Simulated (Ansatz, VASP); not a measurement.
Given: the input of a run of Ansatz 0.2.0 on SiC.

input.yaml

```yaml
crystal:
  lattice:
    - [0.0, 2.179, 2.179]
    - [2.179, 0.0, 2.179]
    - [2.179, 2.179, 0.0]
  atoms:
    - { symbol: Si, position: [0.0, 0.0, 0.0] }
    - { symbol: C, position: [0.75, 0.75, 0.75] }
kpoints:
  mp_grid: { grid: [10, 10, 10] }
scf:
  occupations: { method: gaussian, width: 0.025 }
hamiltonian:
  xc: pbe
  pseudopotentials: { kind: all_electron, lapw: { basis_error: 0.001 } }
output:
  forces: true
  stress: true
  eigenvalues: true
```

Potentials or basis: all-electron LAPW, scalar-relativistic.

Launch:

```sh
$ ansatz run input.yaml --threads 1 --pin off --max-ram 3072MiB --backend cpu --events-out ev --progress --plain --runs-dir out
```

Q: Translate it to VASP 6.6.1. Potentials there: VASP PAW PBE potentials, release 64 (Si, C).

A: As run (the cutoff follows the program's own potentials):

File INCAR:

```
SYSTEM = SiC
PREC = Accurate
ENCUT = 600
EDIFF = 1E-6
ISMEAR = 0
SIGMA = 0.025
LREAL = .False.
LASPH = .True.
NELM = 120
ALGO = Normal
ISIF = 2
LWAVE = .False.
LCHARG = .False.
GGA = PE
NBANDS = 11
GGA_COMPAT = .False.
```

File KPOINTS:

```
regular mesh
0
Gamma
  10 10 10
  0 0 0
```

The input POSCAR:

```
SiC
1.0
    0.0000000000      2.1790000000      2.1790000000
    2.1790000000      0.0000000000      2.1790000000
    2.1790000000      2.1790000000      0.0000000000
Si C
1 1
Direct
    0.0000000000      0.0000000000      0.0000000000
    0.7500000000      0.7500000000      0.7500000000
```

Potentials or basis: VASP PAW PBE potentials, release 64 (Si, C).

Command:

```sh
$ cat potpaw_PBE.64/Si/POTCAR potpaw_PBE.64/C/POTCAR > POTCAR
$ mpirun -np 1 vasp_std > vasp.out
```

Both were run:

|  | VASP | Ansatz | Ansatz less VASP |
| --- | --- | --- | --- |
| gap on the k mesh at the Fermi level (eV) | 1.36 | 1.36 | +0.001 |
| least direct gap on the mesh (eV) | 4.54 | 4.55 | +0.004 |
| pressure (GPa) | 3.1 | 3.3 | +0.21 |

Ansatz ran all-electron here, and VASP with PAW potentials.
